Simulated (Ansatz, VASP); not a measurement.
# One calculation of La, two programs

```
CELL_PARAMETERS angstrom
0.00000 2.86356 2.86356
2.86356 0.00000 2.86356
2.86356 2.86356 0.00000
ATOMIC_POSITIONS crystal
La 0.87500 0.87500 0.87500
La 0.12500 0.12500 0.12500
```

Change from the starting cell: volume scaled by 0.68, LAPW.

Alike in both runs: task single point; functional LDA; k mesh 11 × 11 × 11; occupations fermi-dirac, width 0.05 eV; no spin polarisation.

```csv
,VASP,Ansatz
version,VASP 6.6.1,Ansatz 0.2.0
potentials or method,"VASP PAW LDA potentials, release 64 (La), cutoff 520 eV","all-electron LAPW, scalar-relativistic"
```

VASP gave:

```
pressure (GPa) : 60.9
```

Question: Estimate Ansatz's values.

Answer: Pressure (GPa): 60.8.

LDA's correlation is that of Perdew and Zunger in VASP and of Perdew and Wang (1992) in Ansatz. Both programs put the cell under a high pressure, so it lies far from rest at this level. Ansatz ran all-electron here, and VASP with PAW potentials.

Neither program's run includes spin-orbit coupling. Noted on VASP's run: the cell as given lies far from equilibrium.
